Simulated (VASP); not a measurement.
The system is BP.

```
P B
1.0
     0.00000    2.23833    2.23833
     2.23833    0.00000    2.23833
     2.23833    2.23833    0.00000
P B
1 1
Direct
  0.75000 0.75000 0.75000
  0.00000 0.00000 0.00000
```

Base run:

- Program: VASP 6.6.1
- Functional: PBEsol
- Potentials or basis: VASP PAW PBE potentials, release 64 (P, B)
- Cutoff: 520 eV
- k mesh: 10 × 10 × 10
- Occupations: fermi-dirac, width 0.05 eV
- Spin: no spin polarisation

Its results: band gap on the k mesh 1.08 eV, indirect (least direct gap 3.42 eV); pressure 5.3 GPa.

Task: The run is repeated on the same cell with these changes: functional from PBEsol to BLYP; dispersion from none to D3(BJ). What comes out?

Result: Band gap on the k mesh 1.49 eV, indirect (least direct gap 3.65 eV); pressure 3.2 GPa.

Several settings changed at once, so the effect can't be laid on one alone.

Caveats: the PAW data sets were made with another functional, which shifts forces and pressure a little.

A k mesh can miss the band edges.
